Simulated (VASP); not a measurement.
# CsBaPt3 (P6_3/mmc) in VASP: a series of runs, part 2 of 2

VASP 6.6.1. Earlier steps stand in the parts before.

## 3. Single point, PBE

This run uses another cell than the first one, of 32.70 Å³/atom.

Input file INCAR:

```
PREC = Accurate ; ENCUT = 520
EDIFF = 1E-6 ; ISMEAR = 0
SIGMA = 0.1 ; LREAL = False
LASPH = True ; NELM = 80
ALGO = Fast ; ISIF = 2
LWAVE = False ; LCHARG = False
GGA = PE ; NBANDS = 60
```

Input file KPOINTS:

```
Automatic mesh
0
Gamma
  3 3 4
```

Input file POSCAR:

```
CsBaPt3
1.0
    6.0678081704      0.0000000000      0.0000000000
   -3.0339040852      5.2548760209      0.0000000000
    0.0000000000      0.0000000000     10.2556520351
Cs Ba Pt
2 2 6
Direct
    0.3333333333      0.6666666667      0.7500000000
    0.6666666667      0.3333333333      0.2500000000
    0.0000000000      0.0000000000      0.5000000000
    0.0000000000      0.0000000000      0.0000000000
    0.1825786487      0.3651572974      0.2500000000
    0.8174213513      0.1825786487      0.7500000000
    0.8174213513      0.6348427026      0.7500000000
    0.1825786487      0.8174213513      0.2500000000
    0.6348427026      0.8174213513      0.2500000000
    0.3651572974      0.1825786487      0.7500000000
```

Potentials or basis: VASP PAW PBE potentials, release 64 (Cs_sv, Ba_sv, Pt).

The run is started by

```
$ cat potpaw_PBE.64/Cs_sv/POTCAR potpaw_PBE.64/Ba_sv/POTCAR potpaw_PBE.64/Pt/POTCAR > POTCAR
$ mpirun -np 1 vasp_std > vasp.out
```

Wall time 3.1 min (1 thread of AMD EPYC 9R45 (Zen 5), shared host); peak memory 0.49 GiB.

It converged, with:

```
Free energy            : -40.3094 eV
Pressure               : 0.7 GPa
Largest force          : 0.107 eV/Å
Band gap on the k mesh : zero (bands 49 and 50 overlap by 1.75 eV)
```

Forces in eV/Å, atoms in the order of the input:
```
Cs   0.000  0.000  0.000
Cs   0.000  0.000  0.000
Ba   0.000  0.000  0.000
Ba   0.000  0.000  0.000
Pt   0.000  0.107  0.000
Pt  -0.092  0.053  0.000
Pt   0.000 -0.107  0.000
Pt   0.092 -0.053  0.000
Pt  -0.092 -0.053  0.000
Pt   0.092  0.053  0.000
```

Stress tensor (GPa, compression positive):
```
0.59 0.00 0.00
0.00 0.59 0.00
0.00 0.00 0.94
```

Levels at points of the mesh, in eV from the Fermi level:
| k point | band 46 | band 47 | band 48 | band 49 | band 50 | band 51 |
| --- | --- | --- | --- | --- | --- | --- |
| (0.00, 0.00, 0.00) | -0.37 | 0.73 | 0.73 | 0.78 | 0.99 | 2.27 |
| (0.00, 0.00, 0.50) | -0.43 | 0.73 | 0.73 | 1.61 | 1.61 | 1.80 |

Caveat: the k points lie up to 0.40 Å⁻¹ apart, too coarse for converged energies and pressures of a metal; spin-orbit coupling is left out, which moves the levels of the heavy elements.

## 4. Relaxation of cell and atoms, PBE

Input file INCAR:

```
PREC = Accurate
ENCUT = 600
EDIFF = 1E-7
ISMEAR = 0
SIGMA = 0.1
LREAL = F
LASPH = T
NELM = 100
ALGO = Fast
ISIF = 3
LWAVE = F
LCHARG = F
GGA = PE
IBRION = 2
NSW = 90
EDIFFG = -0.04
```

Input file KPOINTS:

```
regular mesh
0
Gamma
  3 3 4
```

Input file POSCAR:

```
CsBaPt3
1.0
    7.0718876106      0.0000000000      0.0000000000
   -3.5359438053      6.1244343235      0.0000000000
    0.0000000000      0.0000000000      6.0418791132
Cs Ba Pt
2 2 6
Direct
    0.3333333333      0.6666666667      0.7500000000
    0.6666666667      0.3333333333      0.2500000000
    0.0000000000      0.0000000000      0.5000000000
    0.0000000000      0.0000000000      0.0000000000
    0.1460000000      0.2919999999      0.2500000000
    0.8540000000      0.1460000000      0.7500000000
    0.8540000000      0.7080000001      0.7500000000
    0.1460000000      0.8540000000      0.2500000000
    0.7080000001      0.8540000000      0.2500000000
    0.2919999999      0.1460000000      0.7500000000
```

The run is started by

```
$ cat potpaw_PBE.64/Cs_sv/POTCAR potpaw_PBE.64/Ba_sv/POTCAR potpaw_PBE.64/Pt/POTCAR > POTCAR
$ mpirun -np 1 vasp_std > vasp.out
```

Wall time 76 min (1 thread of AMD EPYC 9R45 (Zen 5), shared host); peak memory 0.49 GiB.

Results (log left out):

```yaml
Free_energy: -40.2172 eV
Relaxed_volume: 33.29 Å³/atom
Relaxed_cell: a = 6.148 Å, b = 6.148 Å, c = 10.168 Å, α = 90.00°, β = 90.00°, γ = 120.00°
Space_group_after_relaxing_to_0.1_Å: P6_3/mmc (No. 194)
Pressure_after_relaxing: 0.0 GPa
Largest_force_after_relaxing: 0.008 eV/Å
Band_gap_on_the_k_mesh: zero (bands 49 and 50 overlap by 1.74 eV)
```

Forces in eV/Å, atoms in the order of the input:
```
Cs   0.000  0.000  0.000
Cs   0.000  0.000  0.000
Ba   0.000  0.000  0.000
Ba   0.000  0.000  0.000
Pt   0.000 -0.008  0.000
Pt   0.007 -0.004  0.000
Pt   0.000  0.008  0.000
Pt  -0.007  0.004  0.000
Pt   0.007  0.004  0.000
Pt  -0.007 -0.004  0.000
```

Final structure:
```cif
data_structure
_symmetry_space_group_name_H-M 'P 1'
_symmetry_Int_Tables_number 1
_cell_length_a 6.1483
_cell_length_b 6.1483
_cell_length_c 10.1677
_cell_angle_alpha 90.000
_cell_angle_beta 90.000
_cell_angle_gamma 120.000
_cell_volume 332.86
loop_
_atom_site_label
_atom_site_type_symbol
_atom_site_fract_x
_atom_site_fract_y
_atom_site_fract_z
_atom_site_occupancy
Cs1 Cs 0.33333 0.66667 0.75000 1
Cs2 Cs 0.66667 0.33333 0.25000 1
Ba1 Ba 0.00000 0.00000 0.50000 1
Ba2 Ba 0.00000 0.00000 0.00000 1
Pt1 Pt 0.18620 0.37240 0.25000 1
Pt2 Pt 0.81380 0.18620 0.75000 1
Pt3 Pt 0.81380 0.62760 0.75000 1
Pt4 Pt 0.18620 0.81380 0.25000 1
Pt5 Pt 0.62760 0.81380 0.25000 1
Pt6 Pt 0.37240 0.18620 0.75000 1
```

Levels at points of the mesh, in eV from the Fermi level:
```
           k point  band 44  band 45  band 46  band 47  band 48  band 49  band 50  band 51  band 52  band 53
(0.00, 0.00, 0.00)    -0.51    -0.37    -0.37     0.67     0.67     0.81     1.01     2.03     2.03     2.61
(0.00, 0.00, 0.50)    -0.45    -0.45    -0.45     0.67     0.67     1.60     1.60     1.84     1.84     2.26
```

Caveat: the volume moved by over 15 % at a fixed basis, so the end points are rough; spin-orbit coupling is left out, which moves the levels of the heavy elements.

## 5. Single point, PBE

This run uses another cell than the first one, of 32.87 Å³/atom.

Input file INCAR:

```
ALGO = Fast
EDIFF = 1E-6
ENCUT = 520
GGA = PE
ISIF = 2
ISMEAR = 0
LASPH = T
LCHARG = F
LREAL = F
LWAVE = F
NBANDS = 60
NELM = 80
PREC = Accurate
SIGMA = 0.1
```

Input file KPOINTS:

```
k-points
0
Gamma
  6 6 4
```

Input file POSCAR:

```
CsBaPt3
1.0
    5.9863181267      0.0000000000      0.0000000000
   -2.9931590633      5.1843035729      0.0000000000
    0.0000000000      0.0000000000     10.5920956466
Cs Ba Pt
2 2 6
Direct
    0.3333333333      0.6666666667      0.7500000000
    0.6666666667      0.3333333333      0.2500000000
    0.0000000000      0.0000000000      0.5000000000
    0.0000000000      0.0000000000      0.0000000000
    0.1754751252      0.3509502504      0.2500000000
    0.8245248748      0.1754751252      0.7500000000
    0.8245248748      0.6490497496      0.7500000000
    0.1754751252      0.8245248748      0.2500000000
    0.6490497496      0.8245248748      0.2500000000
    0.3509502504      0.1754751252      0.7500000000
```

Potentials or basis: VASP PAW PBE potentials, release 64 (Cs_sv, Ba_sv, Pt).

The run is started by

```
$ cat potpaw_PBE.64/Cs_sv/POTCAR potpaw_PBE.64/Ba_sv/POTCAR potpaw_PBE.64/Pt/POTCAR > POTCAR
$ mpirun -np 1 vasp_std > vasp.out
```

OUTCAR:

```text
EDIFF = 1E-6
   ENCUT = 520
   GGA = PE
   ISIF = 2
   ISMEAR = 0
   LASPH = T
   LREAL = F
   NELM = 80
   PREC = Accurate

 ion  position               nearest neighbor table
   1  0.333  0.667  0.750-   7 2.99  10 2.99   6 2.99   6 2.99   7 2.99  10 2.99
   2  0.667  0.333  0.250-   5 2.99   9 2.99   8 2.99   8 2.99   5 2.99   9 2.99
   3  0.000  0.000  0.500-   6 3.21   8 3.21   9 3.21  10 3.21   7 3.21   5 3.21
   4  0.000  0.000  0.000-   6 3.21   8 3.21   9 3.21  10 3.21   7 3.21   5 3.21
   5  0.175  0.351  0.250-   8 2.83   9 2.83   2 2.99   2 2.99   8 3.15   9 3.15   4 3.21   3 3.21
[... 7 lines left out ...]
   9  0.649  0.825  0.250-   8 2.83   5 2.83   2 2.99   2 2.99   8 3.15   5 3.15   3 3.21   4 3.21
[... 1542 lines left out ...]

 VOLUME and BASIS-vectors are now :
 -----------------------------------------------------------------------------
  energy-cutoff  :      520.00
  volume of cell :      328.72
      direct lattice vectors                 reciprocal lattice vectors
     5.986318127  0.000000000  0.000000000     0.167047587  0.096444970  0.000000000
    -2.993159063  5.184303573  0.000000000     0.000000000  0.192889939  0.000000000
     0.000000000  0.000000000 10.592095647     0.000000000  0.000000000  0.094410024

 POSITION                                       TOTAL-FORCE (eV/Angst)
 -----------------------------------------------------------------------------------
     -0.00000      3.45620      7.94407         0.000000     -0.000000     -0.000000
      2.99316      1.72810      2.64802         0.000000     -0.000000     -0.000000
      0.00000      0.00000      5.29605         0.000000     -0.000000     -0.000000
      0.00000      0.00000      0.00000         0.000000     -0.000000     -0.000000
      0.00000      1.81943      2.64802         0.000000      0.079906      0.000000
      4.41064      0.90972      7.94407        -0.069201      0.039953      0.000000
      2.99316      3.36487      7.94407        -0.000000     -0.079906     -0.000000
     -1.41748      4.27459      2.64802         0.069201     -0.039953     -0.000000
      1.41748      4.27459      2.64802        -0.069201     -0.039953      0.000000
      1.57567      0.90972      7.94407         0.069201      0.039953      0.000000
 -----------------------------------------------------------------------------------
    total drift:                                0.000000     -0.000000      0.000000

  FREE ENERGIE OF THE ION-ELECTRON SYSTEM (eV)
  ---------------------------------------------------
  free  energy   TOTEN  =       -40.3015470979 eV

  energy  without entropy=      -40.2782179763  energy(sigma->0) =      -40.28988254
```

Run time: 7.1 min. Hardware: 1 thread of AMD EPYC 9R45 (Zen 5), shared host; peak memory 0.63 GiB.

What came out:

* Free energy: -40.3015 eV
* Pressure: 0.7 GPa
* Largest force: 0.080 eV/Å
* Band gap on the k mesh: zero (bands 49 and 50 overlap by 1.75 eV)

Forces in eV/Å, atoms in the order of the input:
```
Cs   0.000  0.000  0.000
Cs   0.000  0.000  0.000
Ba   0.000  0.000  0.000
Ba   0.000  0.000  0.000
Pt   0.000  0.080  0.000
Pt  -0.069  0.040  0.000
Pt   0.000 -0.080  0.000
Pt   0.069 -0.040  0.000
Pt  -0.069 -0.040  0.000
Pt   0.069  0.040  0.000
```

Levels at points of the mesh, in eV from the Fermi level:
```
           k point  band 48  band 49  band 50  band 51  band 52  band 53
(0.00, 0.00, 0.00)     0.58     0.59     0.75     2.28     2.42     2.42
(0.50, 0.00, 0.00)    -0.44     0.06     0.25     0.81     1.31     2.18
(0.00, 0.00, 0.50)     0.58     1.40     1.40     1.45     1.45     2.51
(0.50, 0.00, 0.50)    -0.46     0.12     0.12     1.36     1.36     1.93
```

Caveat: spin-orbit coupling is left out, which moves the levels of the heavy elements.

## 6. The runs side by side

| task | cell | k mesh | cutoff (eV) | gap on the mesh (eV) | pressure (GPa) | largest force (eV/Å) |
| --- | --- | --- | --- | --- | --- | --- |
| single point | a = 7.072, b = 7.072, c = 6.042 Å, angles 90.0, 90.0, 120.0°, 10 atoms, atomic positions A | 3 × 3 × 4 | 520 | none | 46.2 | 12.10 |
| single point | a = 6.068, b = 6.068, c = 10.256 Å, angles 90.0, 90.0, 120.0°, 10 atoms, atomic positions B | 3 × 3 × 4 | 520 | none | 0.7 | 0.11 |
| relaxation of cell and atoms | relaxed from a = 7.072, b = 7.072, c = 6.042 Å, angles 90.0, 90.0, 120.0°, 10 atoms, atomic positions A | 3 × 3 × 4 | 600 | none | 0.0 | 0.01 |
| single point | a = 5.986, b = 5.986, c = 10.592 Å, angles 90.0, 90.0, 120.0°, 10 atoms, atomic positions C | 6 × 6 × 4 | 520 | none | 0.7 | 0.08 |

Alike in all rows: level PBE; potentials or basis VASP PAW PBE potentials, release 64 (Cs_sv, Ba_sv, Pt); no spin polarisation; smearing gaussian 0.1 eV.

Caveats: some runs use coarse meshes; spin-orbit coupling is left out, which moves the levels of the heavy elements; the stress differs along the axes, from 39 to 61 GPa (at least some runs); forces of over 1 eV/Å act on the atoms, so gaps and moduli don't describe the material at rest (at least some runs); the volume moved by over 15 % at a fixed basis, so the end points are rough (at least some runs).

Absolute energies hang on the potentials; compare differences alone.
